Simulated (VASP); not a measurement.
Here is a VASP 6.6.1 calculation.

INCAR

```
PREC = Accurate ; ENCUT = 500
EDIFF = 1E-6 ; ISMEAR = 0
SIGMA = 0.1 ; LREAL = False
LASPH = True ; NELM = 120
ALGO = Normal ; ISIF = 2
LWAVE = False ; LCHARG = False
GGA = PE ; NBANDS = 14
GGA_COMPAT = False
```

The input KPOINTS:

```
regular mesh
0
Gamma
  6 6 4
```

Contents of POSCAR:

```
CaB
1.0
    3.2687377100      0.0000000000      0.0000000000
   -1.6343688600      2.8308099000      0.0000000000
    0.0000000000      0.0000000000      5.3378486900
Ca B
1 1
Direct
    0.6666666700      0.3333333300      0.5000000000
    0.3333333300      0.6666666700      0.0000000000
```

Potentials or basis: VASP PAW PBE potentials, release 64 (Ca_sv, B).

Launch:

```console
$ cat potpaw_PBE.64/Ca_sv/POTCAR potpaw_PBE.64/B/POTCAR > POTCAR
$ mpirun -np 1 vasp_std > vasp.out
```

Question: Predict the pressure.

Answer: -6.1 GPa.

Question: Predict the band gap on the k mesh.

Answer: Zero (an odd number of electrons rules out a gap without spin polarisation).

Stress tensor (GPa, compression positive):
```
  2.52   0.00   0.00
  0.00   2.52   0.00
  0.00   0.00 -23.40
```

Caveat: the k points lie up to 0.37 Å⁻¹ apart, too coarse for converged energies and pressures of a metal.
